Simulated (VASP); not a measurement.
Write the native input for VASP 6.6.1 that does the following.

- Task: single point
- Functional: PBEsol
- Potentials or basis: VASP PAW PBE potentials, release 64 (K_sv, Ta_pv, O)
- Cutoff: 520 eV
- k mesh: 8 × 8 × 8
- Occupations: gaussian, width 0.05 eV
- Spin: no spin polarisation
- Dipole correction: no
- Further INCAR settings: ALGO = Normal; EDIFF = 1e-06; NBANDS = 27

The structure of KTaO3 lies in POSCAR:

```
KTaO3
1.0
    3.9853580911      0.0000000000      0.0000000000
    0.0000000000      3.9853580911      0.0000000000
    0.0000000000      0.0000000000      3.9853580911
K Ta O
1 1 3
Direct
    0.5000000000      0.5000000000      0.5000000000
    0.0000000000      0.0000000000      0.0000000000
    0.5000000000      0.0000000000      0.0000000000
    0.0000000000      0.5000000000      0.0000000000
    0.0000000000      0.0000000000      0.5000000000
```

These files were run (other wordings do the same):

INCAR

```
ALGO     = Normal         # electronic algorithm
EDIFF    = 1E-6           # SCF threshold, eV
ENCUT    = 520            # plane-wave cutoff, eV
GGA      = PS             # functional
ISIF     = 2              # what is computed and relaxed
ISMEAR   = 0              # smearing method
LASPH    = True           # aspherical terms in the spheres
LCHARG   = False          # write CHGCAR
LREAL    = False          # projectors in reciprocal space
LWAVE    = False          # write WAVECAR
NBANDS   = 27             # bands
NELM     = 60             # most SCF steps
PREC     = Accurate       # precision mode
SIGMA    = 0.05           # smearing width, eV
```

KPOINTS

```
k-points
0
Gamma
  8 8 8
```

Potentials or basis: VASP PAW PBE potentials, release 64 (K_sv, Ta_pv, O).

The run is started by

```bash
$ cat potpaw_PBE.64/K_sv/POTCAR potpaw_PBE.64/Ta_pv/POTCAR potpaw_PBE.64/O/POTCAR > POTCAR
$ mpirun -np 1 vasp_std > vasp.out
```

It gave:

```yaml
Pressure: 0.7 GPa
Band_gap_on_the_k_mesh: 2.09 eV, indirect (least direct gap 2.71 eV)
```

Caveat: the PAW data sets were made with another functional, which shifts forces and pressure a little; spin-orbit coupling is left out, which moves the levels of the heavy elements.

Wall time 68 s on 1 thread of Intel(R) Xeon(R) Platinum 8259CL CPU @ 2.50GHz (Skylake/Cascade Lake), on a shared host, peak memory 0.2 GiB.
